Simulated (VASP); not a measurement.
Set up this calculation in VASP 6.6.1, as the native input.

```yaml
Task: electric field gradients
Functional: PBE
Potentials_or_basis: VASP PAW PBE potentials, release 64 (Cd, S)
Cutoff: 520 eV
k_mesh: 6 × 6 × 6
Occupations: fermi-dirac, width 0.01 eV
Spin: no spin polarisation
Dipole_correction: no
Further_INCAR_settings: ALGO = Normal; EDIFF = 1e-08; NBANDS = 16
```

The structure of CdS lies in POSCAR:

```
CdS
1.0
    0.0000000000      2.9100000000      2.9100000000
    2.9100000000      0.0000000000      2.9100000000
    2.9100000000      2.9100000000      0.0000000000
Cd S
1 1
Direct
    0.0000000000      0.0000000000      0.0000000000
    0.7500000000      0.7500000000      0.7500000000
```

These files were run (other wordings do the same):

INCAR

```
ALGO = Normal ; EDIFF = 1E-8
ENCUT = 520 ; GGA = PE
ISIF = 2 ; ISMEAR = -1
LASPH = T ; LCHARG = F
LEFG = T ; LREAL = F
LWAVE = F ; NBANDS = 16
NELM = 60 ; PREC = Accurate
SIGMA = 0.01
```

KPOINTS

```
k-points
0
Gamma
  6 6 6
```

Potentials or basis: VASP PAW PBE potentials, release 64 (Cd, S).

Run with:

```sh
$ cat potpaw_PBE.64/Cd/POTCAR potpaw_PBE.64/S/POTCAR > POTCAR
$ mpirun -np 1 vasp_std > vasp.out
```

Results of the run:

```yaml
Pressure: 3.7 GPa
Band_gap_on_the_k_mesh: 1.16 eV, direct
```

Caveat: without QUAD_EFG the Cq values of the log hold for a quadrupole moment of 1 mb, not for the nuclei.

Wall time 10 s on 1 thread of AMD EPYC 9R14 (Zen 4), on a shared host, peak memory 0.15 GiB.
